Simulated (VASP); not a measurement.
Wanted: the native input for a VASP 6.6.1 run.

| Item | Value |
| --- | --- |
| Task | single point |
| Functional | PBEsol |
| Potentials or basis | VASP PAW PBE potentials, release 64 (P) |
| Cutoff | 520 eV |
| k mesh | 8 × 1 × 6 |
| Occupations | gaussian, width 0.05 eV |
| Spin | no spin polarisation |
| Dipole correction | no |
| Further INCAR settings | ALGO = Normal; EDIFF = 1e-06; NBANDS = 18 |

The structure of P lies in POSCAR:

```
P
1.0
    3.4727540505      0.0406712133     -0.0486997727
    0.4317281652     35.3159619706      0.1329418615
   -0.0686967653      0.0176663917      4.7250708677
P
4
Direct
    0.0010948614      0.9701347693      0.5981347903
   -0.0284649225      0.0274448629      0.4154972521
    0.5017253059      0.0314288047      0.0844796880
    0.5256447552      0.9709915631      0.9018882696
```

This cell differs from its parent crystal: atoms moved at random and the cell strained at random.

These files were run (other wordings do the same):

INCAR

```
SYSTEM = P
  PREC = Accurate
  ENCUT = 520
  EDIFF = 1E-6
  ISMEAR = 0
  SIGMA = 0.05
  LREAL = .False.
  LASPH = .True.
  NELM = 100
  ALGO = Normal
  ISIF = 2
  LWAVE = .False.
  LCHARG = .False.
  GGA = PS
  NBANDS = 18
```

KPOINTS

```
regular mesh
0
Gamma
  8 1 6
  0 0 0
```

Potentials or basis: VASP PAW PBE potentials, release 64 (P).

Run with:

```console
$ cat potpaw_PBE.64/P/POTCAR > POTCAR
$ mpirun -np 1 vasp_std > vasp.out
```

It gave:

The largest force is 1.364 eV/Å and the band gap on the k mesh is 0.94 eV, direct.

Caveat: the cell differs from its parent crystal (atoms moved at random and the cell strained at random); the PAW data sets were made with another functional, which shifts forces and pressure a little.

Run time: 4.5 min on 1 thread of AMD EPYC 9R45 96-Core Processor (Zen 5), with other jobs on the host, peak memory 0.66 GiB.
